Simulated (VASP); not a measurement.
Set up this calculation in VASP 6.6.1, as the native input.

* Task: single point
* Functional: r2SCAN
* Potentials or basis: VASP PAW PBE potentials, release 64 (Pt)
* Cutoff: 520 eV
* k mesh: 18 × 18 × 18
* Occupations: gaussian, width 0.1 eV
* Spin: no spin polarisation
* Dipole correction: no
* Further INCAR settings: ALGO = Normal; EDIFF = 1e-06; NBANDS = 11

The system is Pt.

```
Pt
1.0
     0.00000    2.00873    2.00873
     2.00873    0.00000    2.00873
     2.00873    2.00873    0.00000
Pt
1
Direct
  0.00000 0.00000 0.00000
```

This cell differs from its parent crystal: volume scaled by 1.06.

The input as run:

POSCAR

```
Pt
1.0
    0.0000000000      2.0087337978      2.0087337978
    2.0087337978      0.0000000000      2.0087337978
    2.0087337978      2.0087337978      0.0000000000
Pt
1
Direct
    0.0000000000      0.0000000000      0.0000000000
```

INCAR.step1

```
PREC = Accurate
ENCUT = 520
ISMEAR = 0
SIGMA = 0.1
LREAL = F
LASPH = T
NELM = 60
NBANDS = 11
GGA = PE
ALGO = Normal
EDIFF = 1E-4
LWAVE = T
LCHARG = F
```

INCAR.step2

```
PREC = Accurate
ENCUT = 520
EDIFF = 1E-6
ISMEAR = 0
SIGMA = 0.1
LREAL = F
LASPH = T
NELM = 60
ALGO = Normal
ISIF = 2
LWAVE = F
LCHARG = F
METAGGA = R2SCAN
LMIXTAU = T
NBANDS = 11
ISTART = 1
```

KPOINTS

```
regular mesh
0
Gamma
  18 18 18
```

Potentials or basis: VASP PAW PBE potentials, release 64 (Pt).

Launch:

```console
$ cat potpaw_PBE.64/Pt/POTCAR > POTCAR
$ cp INCAR.step1 INCAR
$ mpirun -np 1 vasp_std > vasp.out
$ cp INCAR.step2 INCAR
$ mpirun -np 1 vasp_std > vasp.out
```

Results of the run:

* Pressure: -13.0 GPa
* Band gap on the k mesh: zero (band 5 reaches 10.13 eV, above the bottom of band 6 at 8.03 eV)

Caveat: the PAW data sets were made with another functional, which shifts forces and pressure a little; spin-orbit coupling is left out, which moves the levels of the heavy elements.

It took 52 s on 1 thread of Intel(R) Xeon(R) 6975P-C (Granite Rapids) (shared host), peak memory 0.17 GiB.
